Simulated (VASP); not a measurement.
# Ni (P6_3/mmc) in VASP: notebook

The runs below take Ni through single point, relaxation of cell and atoms, with revPBE.

All numbers are computed with VASP 6.6.1; they aren't measurements. Logs are shortened: lines on timing, memory, paths and dates and some standing lists are left out, and cuts for length are marked.

## (1) The cell of the first run

It takes space group P6_3/mmc (No. 194, hexagonal). The conventional cell has a = 2.596 Å, b = 2.596 Å, c = 4.268 Å, α = 90.00°, β = 90.00°, γ = 120.00°. Ni (site symmetry -6m2) has 12 Ni at 2.60 to 2.61 Å within 3.4 Å.

## (2) Single point, revPBE (volume scaled by 1.12)

The input, INCAR:

```
PREC = Accurate
ENCUT = 520
EDIFF = 1E-6
ISMEAR = -1
SIGMA = 0.1
LREAL = F
LASPH = T
NELM = 80
ALGO = Normal
ISIF = 2
LWAVE = F
LCHARG = T
GGA = RE
LELF = T
LVHAR = T
NBANDS = 17
```

The input, KPOINTS:

```
Automatic mesh
0
Gamma
  16 16 9
```

The input, POSCAR:

```
Ni
1.0
    2.5960511882      0.0000000000      0.0000000000
   -1.2980255941      2.2482462785      0.0000000000
    0.0000000000      0.0000000000      4.2677847773
Ni
2
Direct
    0.3333333333      0.6666666667      0.2500000000
    0.6666666667      0.3333333333      0.7500000000
```

Potentials or basis: VASP PAW PBE potentials, release 64 (Ni).

Started as:

```console
$ cat potpaw_PBE.64/Ni/POTCAR > POTCAR
$ mpirun -np 1 vasp_std > vasp.out
```

OUTCAR:

```text
PREC = Accurate
   ENCUT = 520
   EDIFF = 1E-6
   ISMEAR = -1
   LREAL = F
   LASPH = T
   NELM = 80
   ISIF = 2
   GGA = RE

 ion  position               nearest neighbor table
   1  0.333  0.667  0.250-   2 2.61   2 2.61   2 2.61   2 2.61   2 2.61   2 2.61
   2  0.667  0.333  0.750-   1 2.61   1 2.61   1 2.61   1 2.61   1 2.61   1 2.61

  LATTYP: Found a hexagonal cell.
 ALAT       =     2.5960511882
 C/A-ratio  =     1.6439524755

  Lattice vectors:

 A1 = (   2.5960511882,   0.0000000000,   0.0000000000)
 A2 = (  -1.2980255941,   2.2482462785,   0.0000000000)
 A3 = (   0.0000000000,   0.0000000000,   4.2677847773)

Analysis of symmetry for initial positions (statically):
=====================================================================
 Subroutine PRICEL returns:
 Original cell was already a primitive cell.

 Routine SETGRP: Setting up the symmetry group for a
 hexagonal supercell.

 Subroutine GETGRP returns: Found 24 space group operations
 (whereof 12 operations were pure point group operations)
 out of a pool of 24 trial point group operations.

The static configuration has the point symmetry D_3d.
 The point group associated with its full space group is D_6h.

Analysis of symmetry for dynamics (positions and initial velocities):
=====================================================================
 Subroutine PRICEL returns:
 Original cell was already a primitive cell.

 Routine SETGRP: Setting up the symmetry group for a
 hexagonal supercell.

 Subroutine GETGRP returns: Found 24 space group operations
 (whereof 12 operations were pure point group operations)
 out of a pool of 24 trial point group operations.

The dynamic configuration has the point symmetry D_3d.
 The point group associated with its full space group is D_6h.

 Subroutine INISYM returns: Found 24 space group operations
 (whereof 12 operations are pure point group operations),
 and found     1 'primitive' translations

----------------------------------------------------------------------------------------

                                     Primitive cell

  volume of cell :      24.9092

  direct lattice vectors                    reciprocal lattice vectors
     2.596051188  0.000000000  0.000000000     0.385200417  0.222395564  0.000000000
    -1.298025594  2.248246278  0.000000000     0.000000000  0.444791129  0.000000000
     0.000000000  0.000000000  4.267784777     0.000000000  0.000000000  0.234313596
[... 76 lines left out ...]
   ISTART =      0    job   : 0-new  1-cont  2-samecut
   ICHARG =      2    charge: 1-file 2-atom 10-const
   ISPIN  =      1    spin polarized calculation?
   LNONCOLLINEAR =      F non collinear calculations
   LSORBIT =      F    spin-orbit coupling
   LASPH  =      T    aspherical Exc in radial PAW
   ENCUT  =  520.0 eV  38.22 Ry    6.18 a.u.   4.83  4.83  7.94*2*pi/ulx,y,z
   NELM   =     80;   NELMIN=  2; NELMDL= -5     # of ELM steps
   EDIFF  = 0.1E-05   stopping-criterion for ELM
   LREAL  =      F    real-space projection
   EDIFFG = 0.1E-04   stopping-criterion for IOM
   NSW    =      0    number of steps for IOM
   IBRION =     -1    ionic relax: 0-MD 1-quasi-New 2-CG
   NFREE  =      0    steps in history (QN), initial steepest desc. (CG)
   ISIF   =      2    stress and relaxation
   ISYM   =      2    0-nonsym 1-usesym 2-fastsym
   POTIM  = 0.5000    time-step for ionic-motion
   TEBEG  =    0.0;   TEEND  =   0.0 temperature during run
   PSTRESS=    0.0 pullay stress
   NELECT =      20.0000    total number of electrons
   NUPDOWN=      -1.0000    fix difference up-down
   EMIN   =  10.00;   EMAX   =-10.00  energy-range for DOS
   EFERMI =   0.00;   METHOD = LEGACY
   ISMEAR =    -1;   SIGMA  =   0.10  broadening in eV -4-tet -1-fermi 0-gaus
   EFERMI_NEDOS =   21; number of points for ismear=-14 and -15
   IALGO  =     38    algorithm
   IMIX   =      4    mixing-type and parameters
     AMIX     =   0.40;   BMIX     =  1.00
     AMIX_MAG =   1.60;   BMIX_MAG =  1.00
  volume/ion in A,a.u.               =      12.45        84.05
  Fermi-wavevector in a.u.,A,eV,Ry     =   1.521592  2.875392 31.500792  2.315243
  Thomas-Fermi vector in A             =   2.630286
   LORBIT       =      0    0 simple, 1 ext, 2 COOP (PROOUT), +10 PAW based schemes
   GGA     = RE    functional components
   LHFCALC =     F    Hartree Fock is set to
   AEXX    =    0.0000 exact exchange contribution
   IVDW    =     0    specifies the selected vdW correction
   LEPSILON=     F    determine dielectric tensor
   LRPA    =     F    only Hartree local field effects (RPA)
 non-spin polarized calculation
  energy-cutoff  :      520.00
  volume of cell :       24.91
 maximum number of plane-waves:       687
 NGX is ok and might be reduce to    20
   NGX =  9   NGY =  9   NGZ = 15

 number of electron      19.9999990 magnetization

 Free energy of the ion-electron system (eV)
  ---------------------------------------------------
  ext. energy  EPLUGINS =         0.00000000
  ---------------------------------------------------
  free energy    TOTEN  =        -9.92422337 eV

  energy without entropy =       -9.71621125  energy(sigma->0) =       -9.82021731

 E-fermi :   7.5505     XC(G=0): -12.3795

 val. band max:        7.5498731294   @ k =   0.3125   0.2500   0.3333
 cond. band min:       7.5521582899   @ k =   0.3750   0.1875   0.3333
 fundamental gap:      0.0022851605
 Fermi energy:         7.5505120090

 k-point     1 :       0.0000    0.0000    0.0000
  band No.  band energies     occupation
      1      -0.4187      2.00000
      2       3.7953      2.00000
      3       5.9873      2.00000
      4       6.0606      2.00000
      5       6.0606      2.00000
      6       6.2800      1.99999
[... 457 lines left out ...]
      4       5.1473      2.00000
      5       5.8636      2.00000
      6       6.1705      2.00000
[... 9 lines left out ...]
     16      23.4808      0.00000
     17      24.2394      0.00000

 [... further k-points ...]
[... 5 lines left out ...]
  --------------------------------------------------------------------------------------
  -------------------------------------------------------------------------------------
  Total       -2.3781237     -2.3781237     -2.4030007     -0.0000000     -0.0000000      0.0000000
  in kB     -152.9626417   -152.9626417   -154.5627485     -0.0000000     -0.0000000      0.0000000
  external PRESSURE =    -153.4960106 kB  Pullay stress =       0.0000000 kB

 VOLUME and BASIS-vectors are now :
 -----------------------------------------------------------------------------
  energy-cutoff  :      520.00
  volume of cell :       24.91
      direct lattice vectors                 reciprocal lattice vectors
     2.596051188  0.000000000  0.000000000     0.385200417  0.222395564  0.000000000
    -1.298025594  2.248246278  0.000000000     0.000000000  0.444791129  0.000000000
     0.000000000  0.000000000  4.267784777     0.000000000  0.000000000  0.234313596

 POSITION                                       TOTAL-FORCE (eV/Angst)
 -----------------------------------------------------------------------------------
     -0.00000      1.49883      1.06695        -0.000000     -0.000000      0.000000
      1.29803      0.74942      3.20084         0.000000      0.000000      0.000000
 -----------------------------------------------------------------------------------
    total drift:                               -0.000000      0.000000     -0.000000

  FREE ENERGIE OF THE ION-ELECTRON SYSTEM (eV)
  ---------------------------------------------------
  free  energy   TOTEN  =        -9.9242233713 eV

  energy  without entropy=       -9.7162112529  energy(sigma->0) =       -9.82021731
```

OSZICAR:

```text
N       E                     dE             d eps       ncg     rms          rms(c)
DAV:   1     0.883274612324E+02    0.88327E+02   -0.97065E+03  5236   0.166E+03
DAV:   2    -0.887295712963E+01   -0.97200E+02   -0.91388E+02  5119   0.247E+02
DAV:   3    -0.117506597212E+02   -0.28777E+01   -0.27992E+01  5826   0.571E+01
DAV:   4    -0.117833010251E+02   -0.32641E-01   -0.32629E-01  6660   0.521E+00
DAV:   5    -0.117839054020E+02   -0.60438E-03   -0.60436E-03  5971   0.633E-01    0.120E+01
DAV:   6    -0.108766929547E+02    0.90721E+00   -0.11507E+01  5267   0.712E+01    0.994E+00
DAV:   7    -0.994515479992E+01    0.93154E+00   -0.28360E+00  5307   0.316E+01    0.183E+00
DAV:   8    -0.992784163534E+01    0.17313E-01   -0.13498E-02  7249   0.122E+00    0.639E-01
DAV:   9    -0.992420244520E+01    0.36392E-02   -0.13694E-03  7643   0.689E-01    0.106E-01
DAV:  10    -0.992422308135E+01   -0.20636E-04   -0.10826E-04  5503   0.125E-01    0.467E-02
DAV:  11    -0.992422337133E+01   -0.28998E-06   -0.33473E-06  6953   0.186E-02
   1 F= -.99242234E+01 E0= -.98202173E+01  d E =-.208012E+00
```

It took 36 s on 1 thread of AMD EPYC 9R45 (Zen 5), shared host; peak memory 0.13 GiB.

What came out:

```yaml
Free_energy: -9.9242 eV
Pressure: -15.3 GPa
Band_gap_on_the_k_mesh: zero (band 10 reaches 7.60 eV, above the bottom of band 11 at 7.21 eV)
```

Stress tensor (GPa, compression positive):
```
-15.30   0.00   0.00
  0.00 -15.30   0.00
  0.00   0.00 -15.46
```

Levels at points of the mesh, in eV from the Fermi level:
```
           k point  band 8  band 9  band 10  band 11  band 12  band 13
(0.00, 0.00, 0.00)   -0.93   -0.93    -0.15    -0.15     0.01     5.08
(0.50, 0.00, 0.00)   -0.05   -0.01     0.05     1.40     2.96     8.72
```

Caveat: the cell differs from its parent crystal (volume scaled by 1.12); the PAW data sets were made with another functional, which shifts forces and pressure a little; the run has no spin polarisation, though such a crystal can be magnetic. Spin polarisation is off, so any magnetic state and its effect on volume and gap are missing.

## (3) Relaxation of cell and atoms, revPBE

This run uses another cell than the first one, of 10.94 Å³/atom, 0.878 times its volume.

The input, INCAR:

```
PREC = Accurate
ENCUT = 600
EDIFF = 1E-6
ISMEAR = -1
SIGMA = 0.1
LREAL = F
LASPH = T
NELM = 60
ALGO = Normal
ISIF = 3
LWAVE = F
LCHARG = F
GGA = RE
IBRION = 2
NSW = 80
EDIFFG = -0.01
```

The input, KPOINTS:

```
regular mesh
0
Gamma
  14 14 8
```

The input, POSCAR:

```
Ni
1.0
    2.4917559660      0.0000000000      0.0000000000
   -1.2458779830      2.1579239666      0.0000000000
    0.0000000000      0.0000000000      4.0690374925
Ni
2
Direct
    0.3333333333      0.6666666667      0.2500000000
    0.6666666667      0.3333333333      0.7500000000
```

Potentials or basis: VASP PAW PBE potentials, release 64 (Ni).

Started as:

```console
$ cat potpaw_PBE.64/Ni/POTCAR > POTCAR
$ mpirun -np 1 vasp_std > vasp.out
```

OUTCAR:

```text
PREC = Accurate
   ENCUT = 600
   EDIFF = 1E-6
   ISMEAR = -1
   LREAL = F
   LASPH = T
   NELM = 60
   ISIF = 3
   GGA = RE
   IBRION = 2
   NSW = 80
   EDIFFG = -0.01

 ion  position               nearest neighbor table
   1  0.333  0.667  0.250-   2 2.49   2 2.49   2 2.49   2 2.49   2 2.49   2 2.49
   2  0.667  0.333  0.750-   1 2.49   1 2.49   1 2.49   1 2.49   1 2.49   1 2.49

  LATTYP: Found a hexagonal cell.
 ALAT       =     2.4917559660
 C/A-ratio  =     1.6330000000

  Lattice vectors:

 A1 = (   2.4917559660,   0.0000000000,   0.0000000000)
 A2 = (  -1.2458779830,   2.1579239666,   0.0000000000)
 A3 = (   0.0000000000,   0.0000000000,   4.0690374925)

Analysis of symmetry for initial positions (statically):
=====================================================================
 Subroutine PRICEL returns:
 Original cell was already a primitive cell.

[... 370 lines left out ...]
  band No.  band energies     occupation
      1       0.2998      2.00000
      2       4.6917      2.00000
      3       7.1821      2.00000
      4       7.2649      2.00000
      5       7.2649      2.00000
      6       7.5283      2.00000
      7       7.5283      2.00000
      8       7.9293      1.99996
      9       7.9293      1.99996
     10       8.8164      1.76313
     11       8.8487      1.68710
     12       8.8487      1.68710
     13      14.8221      0.00000
     14      31.5123      0.00000
[... 377 lines left out ...]
      1       5.7290      2.00000
      2       5.8117      2.00000
      3       5.9269      2.00000
      4       6.1687      2.00000
      5       6.9718      2.00000
      6       7.0512      2.00000
      7       7.7617      1.99999
      8       8.6583      1.94619
      9       8.8007      1.79406
     10       8.8147      1.76670
     11      13.0162      0.00000
     12      13.7709      0.00000
     13      15.4351      0.00000
     14      20.7785      0.00000

 [... further k-points ...]
[... 5 lines left out ...]
  --------------------------------------------------------------------------------------
  -------------------------------------------------------------------------------------
  Total        0.0015773      0.0015773      0.0017235      0.0000000     -0.0000000      0.0000000
  in kB        0.1135321      0.1135321      0.1240490      0.0000000     -0.0000000      0.0000000
  external PRESSURE =       0.1170377 kB  Pullay stress =       0.0000000 kB
[... 17 lines left out ...]
  FREE ENERGIE OF THE ION-ELECTRON SYSTEM (eV)
  ---------------------------------------------------
  free  energy   TOTEN  =       -10.0659823979 eV

  energy  without entropy=       -9.8735169360  energy(sigma->0) =       -9.96974967

 reached required accuracy - stopping structural energy minimisation
```

CONTCAR:

```text
Ni
   1.00000000000000
     2.5008168064292473    0.0000000000000000   -0.0000000000000000
    -1.2504084032146237    2.1657708845915016    0.0000000000000000
     0.0000000000000000    0.0000000000000000    4.1098341470477351
  Ni
     2
Direct
     0.3333333332999970    0.6666666667000030    0.2500000000000000
     0.6666666667000030    0.3333333332999970    0.7500000000000000

  0.00000000E+00  0.00000000E+00  0.00000000E+00
  0.00000000E+00  0.00000000E+00  0.00000000E+00
```

It took 1.8 min on 1 thread of AMD EPYC 9R45 (Zen 5), shared host; peak memory 0.13 GiB.

What came out:

| Quantity | Value |
| --- | --- |
| Free energy | -10.0660 eV |
| Relaxed volume | 11.13 Å³/atom |
| Relaxed cell | a = 2.501 Å, b = 2.501 Å, c = 4.110 Å, α = 90.00°, β = 90.00°, γ = 120.00° |
| Space group after relaxing (to 0.05 Å) | P6_3/mmc (No. 194) |
| Energy gained by relaxing | 2.1 meV/atom |
| Ionic steps | 6 |
| Pressure after relaxing | 0.0 GPa |
| Band gap on the k mesh | zero (band 10 reaches 9.10 eV, above the bottom of band 11 at 8.57 eV) |

The path:
```
step  energy change (eV)  largest force (eV/Å)  pressure (GPa)  volume (Å³)
   1              0.0000                0.0000            3.32        21.88
   2             -0.0010                0.0000           -2.74        22.61
   3             -0.0040                0.0000           -0.05        22.26
   4             -0.0040                0.0000           -0.09        22.27
   5             -0.0041                0.0000           -0.03        22.26
   6             -0.0041                0.0000            0.01        22.26
```

Final structure:
```
Ni
1.0
     2.50082    0.00000    0.00000
    -1.25041    2.16577    0.00000
     0.00000    0.00000    4.10983
Ni
2
Cartesian
  0.0000 1.4438 1.0275
  1.2504 0.7219 3.0824
```

Caveat: the PAW data sets were made with another functional, which shifts forces and pressure a little; the run has no spin polarisation, though such a crystal can be magnetic. Spin polarisation is off, so any magnetic state and its effect on volume and gap are missing.
